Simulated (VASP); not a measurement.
A run of VASP 6.6.1 is set up as follows.

Contents of INCAR:

```
SYSTEM = Co
ALGO = Normal
EDIFF = 1E-7
ENCUT = 520
GGA = PE
ISIF = 2
ISMEAR = 0
ISPIN = 2
LASPH = .TRUE.
LCHARG = .FALSE.
LMAXMIX = 4
LORBIT = 11
LREAL = .FALSE.
LWAVE = .FALSE.
MAGMOM = 1.5 1.5 -1.5 -1.5
NBANDS = 30
NELM = 150
PREC = Accurate
SIGMA = 0.05
```

KPOINTS

```
k-points
0
G
  16 16 4
  0 0 0
```

The input POSCAR:

```
Co
1.0
    2.4937131675      0.0000000000      0.0000000000
   -1.2468565838      2.1596189528      0.0000000000
    0.0000000000      0.0000000000      8.0601803757
Co
4
Direct
    0.3333333333      0.6666666667      0.1250000000
    0.6666666667      0.3333333333      0.3750000000
    0.3333333333      0.6666666667      0.6250000000
    0.6666666667      0.3333333333      0.8750000000
```

Potentials or basis: VASP PAW PBE potentials, release 64 (Co).

Command:

```console
$ cat potpaw_PBE.64/Co/POTCAR > POTCAR
$ mpirun -np 1 vasp_std > vasp.out
```

What does it give for the net moment?

0.00 μB per cell.

Estimate the largest force.

0.708 eV/Å.

Estimate the pressure.

-1.8 GPa.

Stress tensor (GPa, compression positive):
```
-1.72  0.00  0.00
 0.00 -1.72  0.00
 0.00  0.00 -1.99
```

Caveat: the antiferromagnetic order is the one typed at the start, and another may lie lower.
